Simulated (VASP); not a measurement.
The system is GeCN2.

```xyz
4
Lattice="1.7938 1.0356 4.9220 -1.7938 1.0356 4.9220 0.0000 -2.0713 4.9220" Properties=species:S:1:pos:R:3 pbc="T T T"
Ge    0.0000    0.0000    0.0000
C     0.0000    0.0000    7.3829
N     0.0000    0.0000    6.1440
N     0.0000    0.0000    8.6219
```

```yaml
Program: VASP 6.6.1
Task: relaxation of cell and atoms
Functional: PBEsol
Potentials_or_basis: VASP PAW PBE potentials, release 64 (Ge_d, C, N)
Cutoff: 600 eV
k_mesh: 12 × 12 × 12
Occupations: gaussian, width 0.02 eV
Spin: no spin polarisation
```

At the start: pressure -3.3 GPa; volume 13.72 Å³/atom.

Task: How do energy, volume and symmetry change on relaxing?

Result: Over 21 steps the energy falls by 8.8 meV/atom and the volume is 12.95 Å³/atom (-5.6 %); space group R-3m (No. 166, to 0.1 Å) before and after.

Step by step:
```csv
step,energy change (eV),largest force (eV/Å),pressure (GPa),volume (Å³)
1,0.0000,0.1844,-3.30,54.86
2,-0.0284,0.4691,0.31,52.65
3,-0.0291,0.5175,0.70,52.28
4,-0.0175,1.1248,-1.88,51.47
5,-0.0335,0.0696,0.12,52.00
6,-0.0335,0.0519,-0.08,52.01
7,-0.0339,0.0432,0.01,51.99
8,-0.0348,0.0136,-0.12,51.93
9,-0.0350,0.0476,-0.12,51.80
10,-0.0352,0.0235,-0.03,51.85
11,-0.0351,0.0937,-0.32,51.83
12,-0.0352,0.0018,-0.16,51.85
13,-0.0352,0.0208,-0.08,51.82
14,-0.0352,0.0185,-0.14,51.82
15,-0.0352,0.0196,-0.11,51.82
16,-0.0352,0.0144,0.09,51.79
17,-0.0352,0.0062,-0.07,51.80
18,-0.0352,0.0081,-0.04,51.80
19,-0.0352,0.0107,-0.02,51.80
20,-0.0352,0.0090,-0.01,51.80
21,-0.0352,0.0007,-0.04,51.79
```

Final structure:
```
Ge C N
1.0
     1.74833    1.00940    4.89148
    -1.74833    1.00940    4.89148
     0.00000   -2.01880    4.89148
Ge C N
1 1 2
Direct
  0.00000 0.00000 0.00000
  0.50000 0.50000 0.50000
  0.41556 0.41556 0.41556
  0.58444 0.58444 0.58444
```

Caveat: the PAW data sets were made with another functional, which shifts forces and pressure a little.
